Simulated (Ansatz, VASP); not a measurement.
## One calculation of KF, two programs

INCAR

```
SYSTEM = KF
PREC = Accurate
ENCUT = 520
EDIFF = 1E-6
ISMEAR = -1
SIGMA = 0.01
LREAL = .False.
LASPH = .True.
NELM = 80
ALGO = Normal
ISIF = 2
LWAVE = .False.
LCHARG = .False.
GGA = PS
NBANDS = 15
```

File KPOINTS:

```
regular mesh
0
Gamma
  9 9 9
  0 0 0
```

Contents of POSCAR:

```
KF
1.0
    0.0000000000      2.6735000000      2.6200300000
    2.6735000000      0.0000000000      2.6200300000
    2.6735000000      2.6735000000      0.0000000000
K F
1 1
Direct
    0.0000000000      0.0000000000      0.0000000000
    0.5000000000      0.5000000000      0.5000000000
```

Input for Ansatz:

```yaml
crystal:
  lattice:
    - [0.0, 2.6735, 2.62003]
    - [2.6735, 0.0, 2.62003]
    - [2.6735, 2.6735, 0.0]
  atoms:
    - { symbol: K, position: [0.0, 0.0, 0.0] }
    - { symbol: F, position: [0.5, 0.5, 0.5] }
kpoints:
  mp_grid: { grid: [9, 9, 9] }
  band_path:
    path:
      - [0.0, 0.0, 0.0]
      - [0.0, 0.5, 0.5]
      - [0.25, 0.75, 0.5]
      - [0.0, 0.5, 0.0]
      - [0.0, 0.0, 0.0]
      - [0.5, 0.5, 0.0]
      - [0.3801541025, 0.6198458975, 0.0]
      - [-0.3801541025, 0.3801541025, 0.0]
      - [0.0, 0.0, 0.0]
    npoints: 5
scf:
  occupations: { method: fermi_dirac, width: 0.01 }
hamiltonian:
  xc: pbesol
  pseudopotentials: { kind: all_electron, lapw: { basis_error: 0.001 } }
output:
  forces: true
  stress: true
  eigenvalues: true
```

Change from the starting cell: zz strain of -2 %.

Alike in both runs: task single point; functional PBEsol; k mesh 9 × 9 × 9; occupations fermi-dirac, width 0.01 eV; no spin polarisation.

|  | VASP | Ansatz |
| --- | --- | --- |
| version | VASP 6.6.1 | Ansatz 0.2.0 |
| potentials or method | VASP PAW PBE potentials, release 64 (K_sv, F), cutoff 520 eV | all-electron LAPW, scalar-relativistic |

Ansatz gave:

| Quantity | Value |
| --- | --- |
| gap on the k mesh at the Fermi level (eV) | 6.11 |
| pressure (GPa) | 0.0 |
| traceless stress, the component that is largest in VASP (GPa) | 0.76 |

Question: Which values does VASP return?

Answer: gap on the k mesh at the Fermi level (eV): 6.10; pressure (GPa): 0.0; traceless stress, the component that is largest in VASP (GPa): 0.79.

VASP's potentials were made for PBE, not for PBEsol. Ansatz ran all-electron here, and VASP with PAW potentials.
